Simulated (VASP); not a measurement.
Write the native input for VASP 6.6.1 that does the following.

| Property | Result |
| --- | --- |
| Task | single point |
| Functional | PBE |
| Potentials or basis | VASP PAW PBE potentials, release 64 (Cd) |
| Cutoff | 520 eV |
| k mesh | 14 × 14 × 14 |
| Occupations | fermi-dirac, width 0.0612256 eV |
| Spin | no spin polarisation |
| Dipole correction | no |
| Further INCAR settings | ALGO = Normal; EDIFF = 1e-06; NBANDS = 12 |

The structure of Cd lies in POSCAR:

```
Cd
1.0
    0.0000000000      2.2964687652      2.2964687652
    2.2964687652      0.0000000000      2.2964687652
    2.2964687652      2.2964687652      0.0000000000
Cd
1
Direct
    0.0000000000      0.0000000000      0.0000000000
```

This isn't the form of Cd at room conditions, which is hcp.

The input as run:

INCAR

```
PREC = Accurate ; ENCUT = 520
EDIFF = 1E-6 ; ISMEAR = -1
SIGMA = 0.06122561905347299 ; LREAL = False
LASPH = True ; NELM = 80
ALGO = Normal ; ISIF = 2
LWAVE = False ; LCHARG = False
GGA = PE ; NBANDS = 12
```

KPOINTS

```
Automatic mesh
0
Gamma
  14 14 14
```

Potentials or basis: VASP PAW PBE potentials, release 64 (Cd).

The run is started by

```console
$ cat potpaw_PBE.64/Cd/POTCAR > POTCAR
$ mpirun -np 1 vasp_std > vasp.out
```

It gave:

```json
{
  "Pressure": "-2.1 GPa",
  "Band gap on the k mesh": "zero (bands 6 and 7 overlap by 2.87 eV)"
}
```

It took 14 s on 1 thread of Intel Xeon 8259CL, with other jobs on the host, peak memory 0.16 GiB.
